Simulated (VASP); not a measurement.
Runs of VASP 6.6.1 on Cu3N. The structure is that of space group Pm-3m (No. 221), or close to it. The cells are those of the table. 

```tsv
task	level	potentials or basis	cell	k mesh	cutoff (eV)	grid for exact exchange (PRECFOCK)	screening parameter	gap on the mesh (eV)	pressure (GPa)	relaxed volume (Å³/atom)
relaxation of cell and atoms	PBE	VASP PAW PBE potentials, release 64 (Cu, N)	relaxed from a = 3.807 Å, 4 atoms	6 × 6 × 6	600	-	-	0.26	0.0	14.10
relaxation of cell and atoms	LDA	VASP PAW LDA potentials, release 64 (Cu, N)	relaxed from a = 3.829 Å, 4 atoms	6 × 6 × 6	600	-	-	none	0.0	(a)
single point	HSE06	VASP PAW PBE potentials, release 64 (Cu, N)	a = 3.823 Å, 4 atoms	4 × 4 × 4	520	Normal	0.2079 1/Å	(c)	(b)	-
single point	PBE	VASP PAW PBE potentials, release 64 (Cu, N)	a = 3.829 Å, 4 atoms	6 × 6 × 6	600	-	-	0.24	0.7	-
single point	LDA	VASP PAW LDA potentials, release 64 (Cu, N)	a = 3.721 Å, 4 atoms	6 × 6 × 6	600	-	-	none	1.0	-
```

Alike in all rows: no spin polarisation; smearing fermi-dirac 0.02 eV.

**Question.** Estimate the missing entries.

**Answer.** (a) 12.97; (b) 0.4; (c) 1.01.

Caveats: the PAW data sets were made with another functional, which shifts forces and pressure a little (some runs).

A k mesh can miss the band edges.

A gap of «none» marks levels without a gap at the run's occupations.
